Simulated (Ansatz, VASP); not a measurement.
# AlN: VASP beside Ansatz

The input POSCAR:

```
AlN
1.0
    3.1110021516      0.0000000000      0.0000000000
   -1.5555010758      2.6942068945      0.0000000000
    0.0000000000      0.0000000000      4.9780000000
Al N
2 2
Direct
    0.3333333333      0.6666666667      0.0000000000
    0.6666666667      0.3333333333      0.5000000000
    0.2369013846      0.6666666667      0.3850000000
    0.6666666667      0.3333333333      0.8850000000
```

The input INCAR.step1:

```
SYSTEM = AlN
ALGO = Normal ; EDIFF = 1E-4
ENCUT = 520 ; GGA = PE
ISMEAR = 0 ; LASPH = .TRUE.
LCHARG = .FALSE. ; LREAL = .FALSE.
LWAVE = .TRUE. ; NBANDS = 16
NELM = 80 ; PREC = Accurate
SIGMA = 0.05
```

The input INCAR.step2:

```
SYSTEM = AlN
ALGO = Normal ; EDIFF = 1E-6
ENCUT = 520 ; ISIF = 2
ISMEAR = 0 ; ISTART = 1
LASPH = .TRUE. ; LCHARG = .FALSE.
LMIXTAU = .TRUE. ; LREAL = .FALSE.
LWAVE = .FALSE. ; METAGGA = R2SCAN
NBANDS = 16 ; NELM = 80
PREC = Accurate ; SIGMA = 0.05
```

File KPOINTS:

```
k-points
0
G
  12 12 6
  0 0 0
```

Input for Ansatz:

```yaml
crystal:
  lattice:
    - [3.1110021516, 0.0, 0.0]
    - [-1.5555010758, 2.6942068945, 0.0]
    - [0.0, 0.0, 4.978]
  atoms:
    - { symbol: Al, position: [0.3333333333, 0.6666666667, 0.0] }
    - { symbol: Al, position: [0.6666666667, 0.3333333333, 0.5] }
    - { symbol: "N", position: [0.2369013846, 0.6666666667, 0.385] }
    - { symbol: "N", position: [0.6666666667, 0.3333333333, 0.885] }
basis:
  ecutwfc: 500
kpoints:
  mp_grid: { grid: [12, 12, 6] }
hamiltonian:
  xc: r2scan
scf:
  occupations: { method: gaussian, width: 0.05 }
output:
  forces: true
  stress: true
  eigenvalues: true
```

Alike in both runs: task single point; functional r2SCAN; k mesh 12 × 12 × 6; occupations gaussian, width 0.05 eV; no spin polarisation.

|  | VASP | Ansatz |
| --- | --- | --- |
| version | VASP 6.6.1 | Ansatz 0.2.0 |
| potentials or method | VASP PAW PBE potentials, release 64 (Al, N), cutoff 520 eV | scalar-relativistic, plane waves, PAW |
| valence electrons in the cell | 16 | 16 |

|  | VASP | Ansatz | Ansatz less VASP |
| --- | --- | --- | --- |
| gap on the k mesh at the Fermi level (eV) | 4.49 | 4.45 | -0.036 |
| least direct gap on the mesh (eV) | 4.49 | 4.45 | -0.036 |
| pressure (GPa) | 5.7 | 6.0 | +0.24 |
| traceless stress, the component that is largest in VASP (GPa) | 15.29 | 14.97 | -0.311 |
| rms of the force components (eV/Å) | 2.603 | 2.560 | -0.0428 |

VASP's potentials were made for PBE, not for r2SCAN. Atom by atom the forces differ by 0.043 eV/Å (rms over components).
